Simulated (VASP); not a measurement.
# W (Im-3m) in VASP: a series of runs, part 2 of 3

VASP 6.6.1.

## (4) Relaxation of cell and atoms, PBEsol, target pressure 10 GPa, at which the enthalpy is minimised

The input, INCAR:

```
ALGO     = Normal         # electronic algorithm
EDIFF    = 1E-6           # SCF threshold, eV
EDIFFG   = -0.02          # ionic threshold
ENCUT    = 600            # plane-wave cutoff, eV
GGA      = PS             # functional
IBRION   = 2              # ionic algorithm
ISIF     = 3              # what is computed and relaxed
ISMEAR   = -1             # smearing method
LASPH    = True           # aspherical terms in the spheres
LCHARG   = False          # write CHGCAR
LREAL    = False          # projectors in reciprocal space
LWAVE    = False          # write WAVECAR
NELM     = 80             # most SCF steps
NSW      = 80             # ionic steps
PREC     = Accurate       # precision mode
PSTRESS  = 100.0        
SIGMA    = 0.05           # smearing width, eV
```

The input, KPOINTS:

```
k-points
0
Gamma
  12 12 12
```

The input, POSCAR:

```
W
1.0
   -1.5823450000      1.5823450000      1.5823450000
    1.5823450000     -1.5823450000      1.5823450000
    1.5823450000      1.5823450000     -1.5823450000
W
1
Direct
    0.0000000000      0.0000000000      0.0000000000
```

Potentials or basis: VASP PAW PBE potentials, release 64 (W_sv).

Launch:

```
> cat potpaw_PBE.64/W_sv/POTCAR > POTCAR
> mpirun -np 1 vasp_std > vasp.out
```

OUTCAR:

```text
EDIFF = 1E-6
   EDIFFG = -0.02
   ENCUT = 600
   GGA = PS
   IBRION = 2
   ISIF = 3
   ISMEAR = -1
   LASPH = True
   LREAL = False
   NELM = 80
   NSW = 80
   PREC = Accurate
   PSTRESS = 100.0

 ion  position               nearest neighbor table
   1  0.000  0.000  0.000-

  LATTYP: Found a body centered cubic cell.
 ALAT       =     3.1646900000

  Lattice vectors:

 A1 = (  -1.5823450000,   1.5823450000,   1.5823450000)
 A2 = (   1.5823450000,  -1.5823450000,   1.5823450000)
 A3 = (   1.5823450000,   1.5823450000,  -1.5823450000)

Analysis of symmetry for initial positions (statically):
=====================================================================
 Subroutine PRICEL returns:
 Original cell was already a primitive cell.

 Routine SETGRP: Setting up the symmetry group for a
 body centered cubic supercell.

 Subroutine GETGRP returns: Found 48 space group operations
 (whereof 48 operations were pure point group operations)
 out of a pool of 48 trial point group operations.

The static configuration has the point symmetry O_h .

Analysis of symmetry for dynamics (positions and initial velocities):
=====================================================================
 Subroutine PRICEL returns:
 Original cell was already a primitive cell.

 Routine SETGRP: Setting up the symmetry group for a
 body centered cubic supercell.

 Subroutine GETGRP returns: Found 48 space group operations
 (whereof 48 operations were pure point group operations)
 out of a pool of 48 trial point group operations.

The dynamic configuration has the point symmetry O_h .

 Subroutine INISYM returns: Found 48 space group operations
 (whereof 48 operations are pure point group operations),
 and found     1 'primitive' translations

----------------------------------------------------------------------------------------

                                     Primitive cell

  volume of cell :      15.8476

  direct lattice vectors                    reciprocal lattice vectors
    -1.582345000  1.582345000  1.582345000     0.000000000  0.315986716  0.315986716
     1.582345000 -1.582345000  1.582345000     0.315986716  0.000000000  0.315986716
     1.582345000  1.582345000 -1.582345000     0.315986716  0.315986716  0.000000000

  length of vectors
     2.740701935  2.740701935  2.740701935     0.446872699  0.446872699  0.446872699

  position of ions in fractional coordinates (direct lattice)
     0.000000000  0.000000000  0.000000000

  ion indices of the primitive-cell ions
   primitive index   ion index
                 1           1

----------------------------------------------------------------------------------------

 KPOINTS: k-points

Automatic generation of k-mesh.
 Grid dimensions read from file:
 generate k-points for:   12   12   12

 Generating k-lattice:

  Cartesian coordinates                     Fractional coordinates (reciprocal lattice)
     0.000000000  0.026332226  0.026332226     0.083333333  0.000000000  0.000000000
[... 38 lines left out ...]
  0.333333  0.083333  0.083333     24.000000
  0.416667  0.083333  0.083333     12.000000
 [... further k-points ...]
   k-points           NKPTS =     72   k-points in BZ     NKDIM =     72   number of bands    NBANDS=     11
   number of dos      NEDOS =    301   number of ions     NIONS =      1
   total plane-waves  NPLWV =  13824
   dimension x,y,z NGX =    24 NGY =   24 NGZ =   24
   dimension x,y,z NGXF=    48 NGYF=   48 NGZF=   48
   ions per type =               1
   NGX,Y,Z   is equivalent  to a cutoff of  14.56, 14.56, 14.56 a.u.
   NGXF,Y,Z  is equivalent  to a cutoff of  29.12, 29.12, 29.12 a.u.
 SYSTEM =  unknown system
   PREC   = accura    normal or accurate (medium, high low for compatibility)
   ISTART =      0    job   : 0-new  1-cont  2-samecut
   ICHARG =      2    charge: 1-file 2-atom 10-const
   ISPIN  =      1    spin polarized calculation?
   LNONCOLLINEAR =      F non collinear calculations
   LSORBIT =      F    spin-orbit coupling
   LASPH  =      T    aspherical Exc in radial PAW
   ENCUT  =  600.0 eV  44.10 Ry    6.64 a.u.   5.47  5.47  5.47*2*pi/ulx,y,z
   NELM   =     80;   NELMIN=  2; NELMDL= -5     # of ELM steps
   EDIFF  = 0.1E-05   stopping-criterion for ELM
   LREAL  =      F    real-space projection
   EDIFFG = -.2E-01   stopping-criterion for IOM
   NSW    =     80    number of steps for IOM
   IBRION =      2    ionic relax: 0-MD 1-quasi-New 2-CG
   NFREE  =      1    steps in history (QN), initial steepest desc. (CG)
   ISIF   =      3    stress and relaxation
   ISYM   =      2    0-nonsym 1-usesym 2-fastsym
   POTIM  = 0.5000    time-step for ionic-motion
   TEBEG  =    0.0;   TEEND  =   0.0 temperature during run
   PSTRESS=  100.0 pullay stress
   NELECT =      14.0000    total number of electrons
   NUPDOWN=      -1.0000    fix difference up-down
   EMIN   =  10.00;   EMAX   =-10.00  energy-range for DOS
   EFERMI =   0.00;   METHOD = LEGACY
   ISMEAR =    -1;   SIGMA  =   0.05  broadening in eV -4-tet -1-fermi 0-gaus
   EFERMI_NEDOS =   21; number of points for ismear=-14 and -15
   IALGO  =     38    algorithm
   IMIX   =      4    mixing-type and parameters
     AMIX     =   0.40;   BMIX     =  1.00
     AMIX_MAG =   1.60;   BMIX_MAG =  1.00
  volume/ion in A,a.u.               =      15.85       106.94
  Fermi-wavevector in a.u.,A,eV,Ry     =   1.570832  2.968442 33.572544  2.467512
  Thomas-Fermi vector in A             =   2.672506
   LORBIT       =      0    0 simple, 1 ext, 2 COOP (PROOUT), +10 PAW based schemes
   GGA     = PS    functional components
   LHFCALC =     F    Hartree Fock is set to
   AEXX    =    0.0000 exact exchange contribution
   IVDW    =     0    specifies the selected vdW correction
   LEPSILON=     F    determine dielectric tensor
   LRPA    =     F    only Hartree local field effects (RPA)
 conjugate gradient relaxation of ions
 non-spin polarized calculation
  energy-cutoff  :      600.00
  volume of cell :       15.85
 maximum number of plane-waves:       543
 NGX is ok and might be reduce to    24
   NGX = 11   NGY = 11   NGZ = 11

--------------------------------------- Ionic step        1  -------------------------------------------

 number of electron      14.0000001 magnetization

 Free energy of the ion-electron system (eV)
  ---------------------------------------------------
  ext. energy  EPLUGINS =         0.00000000
  ---------------------------------------------------
  free energy    TOTEN  =       -13.80616335 eV

  energy without entropy =      -13.80123486  energy(sigma->0) =      -13.80369911

------------------------ aborting loop because EDIFF is reached ----------------------------------------

  FORCE on cell =-STRESS in cart. coord.  units (eV):
  Direction    XX          YY          ZZ          XY          YZ          ZX
  --------------------------------------------------------------------------------------
  -------------------------------------------------------------------------------------
  Total       -0.2271286     -0.2271286     -0.2271286     -0.0000000      0.0000000      0.0000000
  in kB      -22.9624875    -22.9624875    -22.9624875     -0.0000000      0.0000000      0.0000000
  external PRESSURE =    -122.9624875 kB  Pullay stress =     100.0000000 kB
[... 98 lines left out ...]
--------------------------------------- Ionic step        4  -------------------------------------------

 number of electron      13.9999999 magnetization

 Free energy of the ion-electron system (eV)
  ---------------------------------------------------
  ext. energy  EPLUGINS =         0.00000000
  ---------------------------------------------------
  free energy    TOTEN  =       -13.79333925 eV

  energy without entropy =      -13.78808710  energy(sigma->0) =      -13.79071318

 E-fermi :  11.7652     XC(G=0): -13.9700

 val. band max:       11.7349650837   @ k =  -0.1667   0.1667   0.0833
 cond. band min:      11.7759542837   @ k =   0.4167   0.0833   0.0000
 fundamental gap:      0.0409892000
 Fermi energy:        11.7652313627

 k-point     1 :       0.0000    0.0000    0.0000
  band No.  band energies     occupation
      1     -62.2784      2.00000
      2     -25.7781      2.00000
      3     -25.7781      2.00000
      4     -25.7781      2.00000
      5       1.9584      2.00000
      6      10.5194      2.00000
      7      10.5194      2.00000
      8      10.5194      2.00000
      9      14.1401      0.00000
     10      14.1401      0.00000
     11      26.4375      0.00000
[... 309 lines left out ...]
 k-point    24 :       0.4167    0.0833    0.0833
  band No.  band energies     occupation
      1     -62.1168      2.00000
      2     -27.1432      2.00000
      3     -26.3188      2.00000
      4     -25.8869      2.00000
      5       5.9822      2.00000
      6       8.0281      2.00000
      7      11.6410      1.84607
      8      14.3231      0.00000
      9      15.1314      0.00000
     10      19.6403      0.00000
     11      22.2490      0.00000

 [... further k-points ...]
[... 5 lines left out ...]
  --------------------------------------------------------------------------------------
  -------------------------------------------------------------------------------------
  Total        0.9438407      0.9438407      0.9438407      0.0000000      0.0000000     -0.0000000
  in kB       98.9774562     98.9774562     98.9774562      0.0000000      0.0000000     -0.0000000
  external PRESSURE =      -1.0225438 kB  Pullay stress =     100.0000000 kB
[... 20 lines left out ...]
  energy  without entropy=      -13.7880870979  energy(sigma->0) =      -13.79071318

  enthalpy is  TOTEN    =       -12.8397476138 eV   P V=        0.9535916385

 reached required accuracy - stopping structural energy minimisation
```

Wall time 13 s (1 thread of Intel Xeon 6975P-C (Granite Rapids), shared host); peak memory 0.15 GiB.

Results:

```yaml
Free_energy: -13.7933 eV
Relaxed_volume: 15.28 Å³/atom
Relaxed_cell: a = 2.707 Å, b = 2.707 Å, c = 2.707 Å, α = 109.47°, β = 109.47°, γ = 109.47°
Space_group_after_relaxing_to_0.05_Å: Im-3m (No. 229)
Energy_change_on_relaxing_the_enthalpy_is_what_falls: +12.8 meV/atom
Ionic_steps: 4
Pressure_after_relaxing: 9.9 GPa
Band_gap_on_the_k_mesh: zero (band 7 reaches 17.27 eV, above the bottom of band 8 at 10.52 eV)
```

Step by step:
```
step  energy change (eV)  largest force (eV/Å)  pressure (GPa)  volume (Å³)
   1              0.0000                0.0000           -2.30        15.85
   2              0.5327                0.0000           79.50        13.22
   3              0.0113                0.0000            9.32        15.30
   4              0.0128                0.0000            9.90        15.28
```

Final structure:
```
CELL_PARAMETERS angstrom
-1.56316 1.56316 1.56316
1.56316 -1.56316 1.56316
1.56316 1.56316 -1.56316
ATOMIC_POSITIONS crystal
W 0.00000 0.00000 0.00000
```

Caveat: the cell is relaxed towards a set pressure, so the enthalpy falls and the energy may rise; the PAW data sets were made with another functional, which shifts forces and pressure a little; spin-orbit coupling is left out, which moves the levels of the heavy elements.

[end of part 2 of 3]
